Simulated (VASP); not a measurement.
# KF in VASP: further runs, part 2 of 2

VASP 6.6.1.

### Step 3. Single point, r2SCAN (biaxial xy strain -3.3%)

Input file POSCAR:

```
KF
1.0
    3.5376929650      0.0000000000      0.0000000000
   -1.7688464825      3.0637319784      0.0000000000
    0.0000000000      0.0000000000      6.4788134950
K F
2 2
Direct
    0.0000000000      0.0000000000      0.0000000000
    0.0000000000      0.0000000000      0.5000000000
    0.3333333333      0.6666666667      0.2500000000
    0.6666666667      0.3333333333      0.7500000000
```

Input file INCAR.step1:

```
ALGO     = Normal         # electronic algorithm
EDIFF    = 1E-4           # SCF threshold, eV
ENCUT    = 520            # plane-wave cutoff, eV
GGA      = PE             # functional
ISMEAR   = 0              # smearing method
LASPH    = True           # aspherical terms in the spheres
LCHARG   = False          # write CHGCAR
LREAL    = False          # projectors in reciprocal space
LWAVE    = True           # write WAVECAR
NBANDS   = 24             # bands
NELM     = 60             # most SCF steps
PREC     = Accurate       # precision mode
SIGMA    = 0.01           # smearing width, eV
```

Input file INCAR.step2:

```
ALGO     = Normal         # electronic algorithm
EDIFF    = 1E-6           # SCF threshold, eV
ENCUT    = 520            # plane-wave cutoff, eV
ISIF     = 2              # what is computed and relaxed
ISMEAR   = 0              # smearing method
ISTART   = 1            
LASPH    = True           # aspherical terms in the spheres
LCHARG   = False          # write CHGCAR
LMIXTAU  = True         
LREAL    = False          # projectors in reciprocal space
LWAVE    = False          # write WAVECAR
METAGGA  = R2SCAN         # meta-GGA
NBANDS   = 24             # bands
NELM     = 60             # most SCF steps
PREC     = Accurate       # precision mode
SIGMA    = 0.01           # smearing width, eV
```

Input file KPOINTS:

```
k-points
0
Gamma
  12 12 4
```

Potentials or basis: VASP PAW PBE potentials, release 64 (K_sv, F).

Run with:

```bash
cat potpaw_PBE.64/K_sv/POTCAR potpaw_PBE.64/F/POTCAR > POTCAR
cp INCAR.step1 INCAR
mpirun -np 1 vasp_std > vasp.out
cp INCAR.step2 INCAR
mpirun -np 1 vasp_std > vasp.out
```

It took 8.4 min on 1 thread of Intel Xeon 8259CL, shared host; peak memory 0.25 GiB.

Results (log left out):

```yaml
Free_energy: -29.7456 eV
Pressure: 2.6 GPa
Band_gap_on_the_k_mesh: 7.18 eV
```

Stress tensor (GPa, compression positive):
```
3.02 0.00 0.00
0.00 3.02 0.00
0.00 0.00 1.84
```

Levels at points of the mesh, in eV from the valence-band top:
| k point | band 12 | band 13 | band 14 | band 15 | band 16 | band 17 | band 18 | band 19 | band 20 | band 21 |
| --- | --- | --- | --- | --- | --- | --- | --- | --- | --- | --- |
| (0.00, 0.00, 0.00) | -0.30 | -0.30 | -0.11 | 0.00 | 0.00 | 7.18 | 9.85 | 10.25 | 11.41 | 12.13 |
| (0.50, 0.00, 0.00) | -0.61 | -0.40 | -0.27 | -0.12 | -0.05 | 8.87 | 10.42 | 11.17 | 11.51 | 11.56 |
| (0.00, 0.00, 0.50) | -0.53 | -0.15 | -0.15 | -0.15 | -0.15 | 8.47 | 8.47 | 11.02 | 11.02 | 12.43 |
| (0.50, 0.00, 0.50) | -0.59 | -0.36 | -0.36 | -0.22 | -0.22 | 9.52 | 9.52 | 11.75 | 11.75 | 13.03 |

Caveat: the cell differs from its parent crystal (biaxial xy strain -3.3%); the PAW data sets were made with another functional, which shifts forces and pressure a little. A k mesh can miss the band edges.

### Step 4. Single point, PBE (shear xy strain +1.0%)

Input file INCAR:

```
SYSTEM = KF
PREC = Accurate
ENCUT = 520
EDIFF = 1E-6
ISMEAR = -1
SIGMA = 0.02
LREAL = .FALSE.
LASPH = .TRUE.
NELM = 80
ALGO = Normal
ISIF = 2
LWAVE = .FALSE.
LCHARG = .FALSE.
GGA = PE
NBANDS = 24
```

Input file KPOINTS:

```
regular mesh
0
G
  12 12 4
  0 0 0
```

Input file POSCAR:

```
KF
1.0
    3.6599347868      0.0188486642      0.0000000000
   -1.8136439715      3.1601721695      0.0000000000
    0.0000000000      0.0000000000      6.4788134950
K F
2 2
Direct
    0.0000000000      0.0000000000      0.0000000000
    0.0000000000      0.0000000000      0.5000000000
    0.3353775229      0.6666421838      0.2500000000
    0.6646224771      0.3333578162      0.7500000000
```

Potentials or basis: VASP PAW PBE potentials, release 64 (K_sv, F).

Run with:

```bash
cat potpaw_PBE.64/K_sv/POTCAR potpaw_PBE.64/F/POTCAR > POTCAR
mpirun -np 1 vasp_std > vasp.out
```

OUTCAR:

```text
SYSTEM = KF
   PREC = Accurate
   ENCUT = 520
   EDIFF = 1E-6
   ISMEAR = -1
   LREAL = .FALSE.
   LASPH = .TRUE.
   NELM = 80
   ISIF = 2
   GGA = PE

 ion  position               nearest neighbor table
   1  0.000  0.000  0.000-   3 2.66   4 2.66   3 2.66   4 2.66   4 2.66   3 2.66   2 3.24   2 3.24

   2  0.000  0.000  0.500-   3 2.66   4 2.66   3 2.66   4 2.66   4 2.66   3 2.66   1 3.24   1 3.24

   3  0.335  0.667  0.250-   1 2.66   2 2.66   1 2.66   2 2.66   1 2.66   2 2.66
   4  0.665  0.333  0.750-   1 2.66   2 2.66   1 2.66   2 2.66   1 2.66   2 2.66

  Warning from LATTYP: Monoclinic adjustment (A1->A3, A2->A1, A3->A2)!
  LATTYP: Found a simple monoclinic cell.
 ALAT       =     3.6436235530
 B/A-ratio  =     1.7781237278
 C/A-ratio  =     1.0044899723
 COS(beta)  =    -0.4932851113

  Lattice vectors:

 A1 = (  -1.8136439715,   3.1601721695,   0.0000000000)
 A2 = (   0.0000000000,   0.0000000000,   6.4788134950)
 A3 = (   3.6599347868,   0.0188486642,   0.0000000000)

Analysis of symmetry for initial positions (statically):
=====================================================================
 Subroutine PRICEL returns:
[... 177 lines left out ...]

 val. band max:       -2.7042391432   @ k =   0.0000   0.0000   0.0000
 cond. band min:       3.4767801148   @ k =   0.0000   0.0000   0.0000
 fundamental gap:      6.1810192580
 Fermi energy:        -2.2563281052

 k-point     1 :       0.0000    0.0000    0.0000
  band No.  band energies     occupation
      1     -29.0272      2.00000
      2     -28.8839      2.00000
      3     -21.5253      2.00000
      4     -21.4108      2.00000
      5     -12.6999      2.00000
      6     -12.2656      2.00000
[... 637 lines left out ...]
     23       9.2164      0.00000
     24      10.9251      0.00000

 [... further k-points ...]

------------------------ aborting loop because EDIFF is reached ----------------------------------------

  FORCE on cell =-STRESS in cart. coord.  units (eV):
  Direction    XX          YY          ZZ          XY          YZ          ZX
  --------------------------------------------------------------------------------------
  -------------------------------------------------------------------------------------
  Total        0.9262437      0.9282565      1.0504348     -0.0672666      0.0000000      0.0000000
  in kB       19.7457914     19.7887011     22.3933144     -1.4339980      0.0000000      0.0000000
  external PRESSURE =      20.6426023 kB  Pullay stress =       0.0000000 kB

 VOLUME and BASIS-vectors are now :
 -----------------------------------------------------------------------------
  energy-cutoff  :      520.00
  volume of cell :       75.16
      direct lattice vectors                 reciprocal lattice vectors
     3.659934787  0.018848664  0.000000000     0.272423731  0.156345804  0.000000000
    -1.813643971  3.160172170  0.000000000    -0.001624856  0.315505940  0.000000000
     0.000000000  0.000000000  6.478813495     0.000000000  0.000000000  0.154349249

 POSITION                                       TOTAL-FORCE (eV/Angst)
 -----------------------------------------------------------------------------------
      0.00000      0.00000      0.00000        -0.000000      0.000000      0.000000
      0.00000      0.00000      3.23941        -0.000000      0.000000      0.000000
      0.01841      2.11303      1.61970         0.002106      0.000134     -0.000000
      1.82788      1.06600      4.85911        -0.002106     -0.000134      0.000000
 -----------------------------------------------------------------------------------
    total drift:                                0.000000     -0.000000     -0.000000

  FREE ENERGIE OF THE ION-ELECTRON SYSTEM (eV)
  ---------------------------------------------------
  free  energy   TOTEN  =       -16.4015314630 eV

  energy  without entropy=      -16.4015314629  energy(sigma->0) =      -16.40153146
```

OSZICAR:

```text
N       E                     dE             d eps       ncg     rms          rms(c)
DAV:   1     0.261512389957E+03    0.26151E+03   -0.16626E+04 10656   0.129E+03
DAV:   2    -0.438361200616E+01   -0.26590E+03   -0.25264E+03 14072   0.366E+02
DAV:   3    -0.180049414110E+02   -0.13621E+02   -0.13543E+02 15272   0.732E+01
DAV:   4    -0.189265495182E+02   -0.92161E+00   -0.92111E+00 16368   0.123E+01
DAV:   5    -0.189327721256E+02   -0.62226E-02   -0.62225E-02 14520   0.130E+00    0.898E+00
DAV:   6    -0.164407930410E+02    0.24920E+01   -0.89448E+00 12256   0.185E+01    0.565E+00
DAV:   7    -0.164084652532E+02    0.32328E-01   -0.42754E-01 15032   0.364E+00    0.351E+00
DAV:   8    -0.163981697156E+02    0.10296E-01   -0.13225E-01 12416   0.297E+00    0.427E-01
DAV:   9    -0.164002303566E+02   -0.20606E-02   -0.24620E-02 14024   0.904E-01    0.162E-01
DAV:  10    -0.164014809832E+02   -0.12506E-02   -0.40835E-03 13936   0.432E-01    0.119E-01
DAV:  11    -0.164014601473E+02    0.20836E-04   -0.63561E-05 14544   0.618E-02    0.962E-02
DAV:  12    -0.164015336431E+02   -0.73496E-04   -0.38503E-04 12136   0.119E-01    0.295E-02
DAV:  13    -0.164015305823E+02    0.30608E-05   -0.37415E-05 14312   0.396E-02    0.210E-02
DAV:  14    -0.164015318486E+02   -0.12663E-05   -0.32797E-06 11216   0.116E-02    0.787E-03
DAV:  15    -0.164015314630E+02    0.38569E-06   -0.20672E-06 11888   0.927E-03
   1 F= -.16401531E+02 E0= -.16401531E+02  d E =-.424293E-11
```

stdout:

```text
POSCAR found type information on POSCAR K F
 POSCAR found :  2 types and       4 ions
 scaLAPACK will be used
 LDA part: xc-table for (Slater+PW92), standard interpolation
 POSCAR, INCAR and KPOINTS ok, starting setup
 FFT: planning ... GRIDC
 FFT: planning ... GRID_SOFT
 FFT: planning ... GRID
 WAVECAR not read
 entering main loop
```

Wall time 8.3 min (1 thread of Intel Xeon 8259CL, shared host); peak memory 0.42 GiB.

What came out:

```
Free energy            : -16.4015 eV
Pressure               : 2.1 GPa
Band gap on the k mesh : 6.18 eV
```

Forces in eV/Å, atoms in the order of the input:
```
K    0.000  0.000  0.000
K    0.000  0.000  0.000
F    0.002  0.000  0.000
F   -0.002  0.000  0.000
```

Levels at points of the mesh, in eV from the valence-band top:
```csv
k point,band 13,band 14,band 15,band 16,band 17,band 18,band 19,band 20
"(0.00, 0.00, 0.00)",-0.29,-0.09,-0.01,0.00,6.18,9.05,9.41,10.37
"(0.50, 0.00, 0.00)",-0.35,-0.26,-0.15,-0.06,8.22,9.75,9.86,10.30
"(0.00, 0.50, 0.00)",-0.36,-0.26,-0.15,-0.06,8.22,9.77,9.86,10.32
"(0.50, 0.50, 0.00)",-0.37,-0.26,-0.14,-0.07,8.22,9.79,9.86,10.34
"(0.00, 0.00, 0.50)",-0.16,-0.16,-0.15,-0.15,7.50,7.50,10.16,10.16
"(0.50, 0.00, 0.50)",-0.31,-0.31,-0.20,-0.20,8.85,8.85,10.53,10.53
"(0.00, 0.50, 0.50)",-0.31,-0.31,-0.21,-0.21,8.86,8.86,10.54,10.54
"(0.50, 0.50, 0.50)",-0.31,-0.31,-0.22,-0.22,8.87,8.87,10.55,10.55
```

Caveat: the cell differs from its parent crystal (shear xy strain +1.0%).

### Step 5. Overview

```csv
level,cell,smearing,gap on the mesh (eV),pressure (GPa)
PBE,"a = 3.538, b = 3.538, c = 6.479 Å, angles 90.0, 90.0, 120.0°, 4 atoms, biaxial xy strain -3.3%",fermi-dirac 0.02 eV,6.49,4.9
r2SCAN,"a = 3.538, b = 3.538, c = 6.479 Å, angles 90.0, 90.0, 120.0°, 4 atoms, biaxial xy strain -3.3%",gaussian 0.01 eV,7.18,2.6
PBE,"a = 3.660, b = 3.644, c = 6.479 Å, angles 90.0, 90.0, 119.6°, 4 atoms, shear xy strain +1.0%",fermi-dirac 0.02 eV,6.18,2.1
```

Alike in all rows: task single point; potentials or basis VASP PAW PBE potentials, release 64 (K_sv, F); no spin polarisation; k mesh 12 × 12 × 4; cutoff (eV) 520.

Caveats: the cell stands under pressure (at least some runs); the PAW data sets were made with another functional, which shifts forces and pressure a little (at least some runs).

Total energies depend on the potentials used, so only differences within one code and one set of settings carry meaning.
